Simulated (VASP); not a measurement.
A run of VASP 6.6.1:

File INCAR:

```
SYSTEM = BeCdRe
ALGO = Fast
EDIFF = 1E-7
EDIFFG = -0.01
ENCUT = 600
GGA = PE
IBRION = 2
ISIF = 3
ISMEAR = 0
LASPH = .True.
LCHARG = .False.
LREAL = .False.
LWAVE = .False.
NELM = 60
NSW = 100
PREC = Accurate
SIGMA = 0.1
```

Contents of KPOINTS:

```
k-points
0
Gamma
  10 10 6
  0 0 0
```

POSCAR

```
BeCdRe
1.0
    3.6915248694      0.0000000000      0.0000000000
    0.0000000000      3.6915248694      0.0000000000
    0.0000000000      0.0000000000      6.7586310140
Be Cd Re
2 2 2
Direct
    0.5000000000      0.0000000000      0.2410473857
    0.0000000000      0.5000000000      0.7589526143
    0.5000000000      0.0000000000      0.6312967903
    0.0000000000      0.5000000000      0.3687032097
    0.0000000000      0.0000000000      0.0000000000
    0.5000000000      0.5000000000      0.0000000000
```

Potentials or basis: VASP PAW PBE potentials, release 64 (Be, Cd, Re).

Command:

```sh
$ cat potpaw_PBE.64/Be/POTCAR potpaw_PBE.64/Cd/POTCAR potpaw_PBE.64/Re/POTCAR > POTCAR
$ mpirun -np 1 vasp_std > vasp.out
```

Hardware: 1 thread of Intel(R) Xeon(R) Platinum 8488C (Sapphire Rapids) (shared host).

Task: How long does it take, and how much memory?

Result: Run time: 15 min on 1 thread of Intel(R) Xeon(R) Platinum 8488C (Sapphire Rapids) (shared host), peak memory 0.4 GiB. Counts: scf iterations 77, k points 84, ion steps 7.
